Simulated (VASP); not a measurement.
Input of a VASP 6.6.1 run:

Contents of INCAR:

```
PREC = Accurate
ENCUT = 520
EDIFF = 1E-6
ISMEAR = 0
SIGMA = 0.1
LREAL = F
LASPH = T
NELM = 80
ALGO = Fast
ISIF = 2
LWAVE = F
LCHARG = T
GGA = PE
LELF = T
LVHAR = T
NBANDS = 28
```

KPOINTS

```
regular mesh
0
Gamma
  12 12 4
```

POSCAR

```
Ag3Os
1.0
    2.7496648407      0.0000000000      0.0000000000
   -1.3748324203      2.3812796039      0.0000000000
    0.0000000000      0.0000000000      9.5195067465
Ag Os
3 1
Direct
    0.0000000000      0.0000000000      0.0000000000
    0.6666666667      0.3333333333      0.7476675274
    0.6666666667      0.3333333333      0.2523324726
    0.0000000000      0.0000000000      0.5000000000
```

Potentials or basis: VASP PAW PBE potentials, release 64 (Ag, Os).

Launch:

```sh
$ cat potpaw_PBE.64/Ag/POTCAR potpaw_PBE.64/Os/POTCAR > POTCAR
$ mpirun -np 1 vasp_std > vasp.out
```

Task: What does it give for the pressure?

Result: 10.2 GPa.

Task: Estimate the band gap on the k mesh.

Result: Zero (an odd number of electrons rules out a gap without spin polarisation).

Stress tensor (GPa, compression positive):
```
10.18  0.00  0.00
 0.00 10.18  0.00
 0.00  0.00 10.26
```

Caveat: the cell stands under pressure; spin-orbit coupling is left out, which moves the levels of the heavy elements.
